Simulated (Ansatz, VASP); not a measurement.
Two plane-wave programs on InP

INCAR

```
PREC = Accurate ; ENCUT = 520
EDIFF = 1E-6 ; ISMEAR = 0
SIGMA = 0.026000000000000002 ; LREAL = False
LASPH = True ; NELM = 100
ALGO = Normal ; ISIF = 2
LWAVE = False ; LCHARG = False
GGA = PE ; NBANDS = 16
```

File KPOINTS:

```
regular mesh
0
Gamma
  8 8 8
```

POSCAR

```
InP
1.0
    0.0000000000      2.9305000000      2.9305000000
    2.9305000000      0.0000000000      2.9305000000
    2.9305000000      2.9305000000      0.0000000000
In P
1 1
Direct
    0.0000000000      0.0000000000      0.0000000000
    0.7500000000      0.7500000000      0.7500000000
```

Contents of input.yaml:

```yaml
crystal:
  lattice:
    - [0.0, 2.9305, 2.9305]
    - [2.9305, 0.0, 2.9305]
    - [2.9305, 2.9305, 0.0]
  atoms:
    - { symbol: In, position: [0.0, 0.0, 0.0] }
    - { symbol: P, position: [0.75, 0.75, 0.75] }
hamiltonian:
  xc: pbe
  pseudopotentials: { kind: paw }
kpoints:
  mp_grid: { grid: [8, 8, 8] }
scf:
  occupations: { method: gaussian, width: 0.026 }
output:
  forces: true
  stress: true
  eigenvalues: true
  write_density: true
  write_potential: true
  elf: true
  volumetric_format: npy
```

Alike in both runs: task single point; functional PBE; k mesh 8 × 8 × 8; occupations gaussian, width 0.026 eV; no spin polarisation.

```csv
,VASP,Ansatz
version,VASP 6.6.1,Ansatz 0.2.0
potentials or method,"VASP PAW PBE potentials, release 64 (In_d, P)",Ansatz PAW
plane-wave cutoff (eV),520,420
valence electrons in the cell,18,18
```

|  | VASP | Ansatz | Ansatz less VASP |
| --- | --- | --- | --- |
| gap on the k mesh at the Fermi level (eV) | 0.71 | 0.72 | +0.003 |
| least direct gap on the mesh (eV) | 0.71 | 0.72 | +0.003 |
| pressure (GPa) | 3.3 | 3.3 | +0.06 |

With one functional, cell and mesh, what is left measures potentials, basis and numerics.
